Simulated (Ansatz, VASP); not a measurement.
**MgO: VASP beside Ansatz**

```
CELL_PARAMETERS angstrom
0.00000 2.35047 2.35047
2.35047 0.00000 2.35047
2.35047 2.35047 0.00000
ATOMIC_POSITIONS crystal
Mg 0.00000 0.00000 0.00000
O 0.25000 0.25000 0.25000
```

Change from the starting cell: hydrostatic strain +3.0%.

Alike in both runs: task single point; functional r2SCAN; k mesh 10 × 10 × 10; no spin polarisation.

|  | VASP | Ansatz |
| --- | --- | --- |
| version | VASP 6.6.1 | Ansatz 0.2.0 |
| potentials or method | VASP PAW PBE potentials, release 64 (Mg, O) | plane waves, PAW |
| plane-wave cutoff (eV) | 520 | 500 |
| occupations | gaussian, width 0.01 eV | fixed |
| valence electrons in the cell | 8 | 16 |

VASP gave:

- gap on the k mesh at the Fermi level (eV): 3.81
- pressure (GPa): -9.9

Task: What did Ansatz give for the same quantities?

Result: gap on the k mesh at the Fermi level (eV): 3.83; pressure (GPa): -9.3.

VASP's potentials were made for PBE, not for r2SCAN. VASP's potentials hold 8 valence electrons a cell and Ansatz's 16, so a difference there can come from the potentials and not from the codes.
